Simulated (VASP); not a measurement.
Runs of VASP 6.6.1 on Al. The structure is that of space group Fd-3m (No. 227), or close to it. The cells are those of the table. This isn't the form of Al at room conditions, which is fcc.

```csv
task,cell,k mesh,cutoff (eV),gap on the mesh (eV),pressure (GPa)
relaxation of cell and atoms,"relaxed from a = 3.987 Å, angles 60.0°, 2 atoms",10 × 10 × 10,600,none,0.0
single point,"a = 4.218 Å, angles 60.0°, 2 atoms",15 × 15 × 15,520,none,1.7
single point,"a = 4.276 Å, angles 60.0°, 2 atoms",15 × 15 × 15,520,none,0.0
single point,"a = 4.441 Å, angles 60.0°, 2 atoms",15 × 15 × 15,520,none,(a)
single point,"a = 4.098 Å, angles 60.0°, 2 atoms",15 × 15 × 15,520,none,6.2
single point,"a = 4.387 Å, angles 60.0°, 2 atoms",15 × 15 × 15,520,none,-2.4
single point,"a = 4.159 Å, angles 60.0°, 2 atoms",15 × 15 × 15,520,none,(b)
single point,"a = 4.276 Å, angles 60.0°, 2 atoms",10 × 10 × 10,520,none,0.0
single point,"a = 4.332 Å, angles 60.0°, 2 atoms",15 × 15 × 15,520,none,-1.3
```

Alike in all rows: level PBE; potentials or basis VASP PAW PBE potentials, release 64 (Al); no spin polarisation; smearing fermi-dirac 0.1 eV.

Problem. Estimate the missing entries.

Solution. (a) -3.3; (b) 3.7.

Caveats: the cell stands under pressure (at least some runs); the cell stands under tension (at least some runs).

A gap of «none» marks levels without a gap at the run's occupations.
